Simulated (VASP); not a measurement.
## BiTe: single point with PBEsol

The system is BiTe.

```
Bi Te
1.0
     2.42271    1.39875    3.31729
    -2.42271    1.39875    3.31729
     0.00000   -2.79750    3.31729
Bi Te
1 1
Cartesian
  0.0112 0.0128 4.9824
  -0.0312 -0.0106 0.0219
```

This cell differs from its parent crystal: atoms moved at random.

```json
{"Program": "VASP 6.6.1", "Task": "single point", "Functional": "PBEsol", "Potentials or basis": "VASP PAW PBE potentials, release 64 (Bi_d, Te)", "Cutoff": "520 eV", "k mesh": "7 × 7 × 7", "Occupations": "fermi-dirac, width 0.05 eV", "Spin": "no spin polarisation", "Dipole correction": "no", "Further INCAR settings": "ALGO = Normal; EDIFF = 1e-06; NBANDS = 18"}
```

```yaml
Pressure: -2.3 GPa
Largest_force: 0.085 eV/Å
```

Forces on the atoms (eV/Å):
```
Bi  -0.073 -0.040  0.012
Te   0.073  0.040 -0.012
```

Stress tensor (GPa, compression positive):
```
-2.33  0.02 -0.02
 0.02 -2.35 -0.01
-0.02 -0.01 -2.23
```

Levels at points of the mesh, in eV from the Fermi level:
| k point | band 8 | band 9 | band 10 | band 11 | band 12 | band 13 |
| --- | --- | --- | --- | --- | --- | --- |
| (0.00, 0.00, 0.00) | -2.91 | -2.90 | -1.59 | 1.87 | 2.47 | 2.49 |

Wall time 89 s on 1 thread of Intel(R) Xeon(R) Platinum 8488C (Sapphire Rapids), on a shared host, peak memory 0.33 GiB.

Caveat: the cell differs from its parent crystal (atoms moved at random); the PAW data sets were made with another functional, which shifts forces and pressure a little; spin-orbit coupling is left out, which moves the levels of the heavy elements.
